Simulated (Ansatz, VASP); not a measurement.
# RbCl: VASP beside Ansatz

```
CELL_PARAMETERS angstrom
0.00000 3.30573 3.30573
3.30573 0.00000 3.30573
3.30573 3.30573 0.00000
ATOMIC_POSITIONS crystal
Rb 0.00000 0.00000 0.00000
Cl 0.50000 0.50000 0.50000
```

Alike in both runs: task single point; functional PBEsol; k mesh 4 × 4 × 4; occupations fermi-dirac, width 0.001 eV; no spin polarisation.

|  | VASP | Ansatz |
| --- | --- | --- |
| version | VASP 6.6.1 | Ansatz 0.2.0 |
| potentials or method | VASP PAW PBE potentials, release 64 (Rb_sv, Cl) | plane waves |
| plane-wave cutoff (eV) | 500 | 420 |
| valence electrons in the cell | 16 | 16 |

Ansatz gave:

```
gap on the k mesh at the Fermi level (eV) : 4.81
pressure (GPa)                            : -0.5
```

Question: Estimate VASP's values.

Answer: gap on the k mesh at the Fermi level (eV): 4.80; pressure (GPa): -0.5.

VASP's potentials were made for PBE, not for PBEsol.
